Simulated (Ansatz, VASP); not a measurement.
PbI2 in VASP and in Ansatz

INCAR

```
SYSTEM = PbI2
PREC = Accurate
ENCUT = 500
EDIFF = 1E-6
ISMEAR = 0
SIGMA = 0.05
LREAL = .False.
LASPH = .True.
NELM = 120
ALGO = Normal
ISIF = 2
LWAVE = .False.
LCHARG = .False.
GGA = CA
NBANDS = 21
GGA_COMPAT = .False.
```

File KPOINTS:

```
regular mesh
0
Gamma
  9 9 6
  0 0 0
```

File POSCAR:

```
PbI2
1.0
    4.9067270056      0.0000000000      0.0000000000
   -2.4533635028      4.2493502363      0.0000000000
    0.0000000000      0.0000000000      6.0125963329
Pb I
1 2
Direct
    0.0000000000      0.0000000000      0.0000000000
    0.3333333333      0.6666666667      0.2650000000
    0.6666666667      0.3333333333      0.7350000000
```

Input for Ansatz:

```yaml
crystal:
  lattice:
    - [4.9067270056, 0.0, 0.0]
    - [-2.4533635028, 4.2493502363, 0.0]
    - [0.0, 0.0, 6.0125963329]
  atoms:
    - { symbol: Pb, position: [0.0, 0.0, 0.0] }
    - { symbol: I, position: [0.3333333333, 0.6666666667, 0.265] }
    - { symbol: I, position: [0.6666666667, 0.3333333333, 0.735] }
basis:
  ecutwfc: 420
kpoints:
  mp_grid: { grid: [9, 9, 6] }
hamiltonian:
  xc: lda
scf:
  occupations: { method: gaussian, width: 0.05 }
output:
  forces: true
  stress: true
  eigenvalues: true
```

Alike in both runs: task single point; functional LDA; k mesh 9 × 9 × 6; occupations gaussian, width 0.05 eV; no spin polarisation.

```csv
,VASP,Ansatz
version,VASP 6.6.1,Ansatz 0.2.0
potentials or method,"VASP PAW LDA potentials, release 64 (Pb_d, I), cutoff 500 eV","scalar-relativistic, plane waves, PAW"
valence electrons in the cell,28,48
```

```tsv
	VASP	Ansatz	Ansatz less VASP
gap on the k mesh at the Fermi level (eV)	1.49	1.50	+0.011
least direct gap on the mesh (eV)	1.89	1.90	+0.006
pressure (GPa)	-1.4	-1.4	-0.04
traceless stress, the component that is largest in VASP (GPa)	1.43	1.44	+0.018
rms of the force components (eV/Å)	0.003	0.007	+0.0036
```

LDA's correlation is that of Perdew and Zunger in VASP and of Perdew and Wang (1992) in Ansatz. Atom by atom the forces differ by 0.004 eV/Å (rms over components). VASP's potentials hold 28 valence electrons a cell and Ansatz's 48, so a difference there can come from the potentials and not from the codes.

Neither program's run includes spin-orbit coupling.
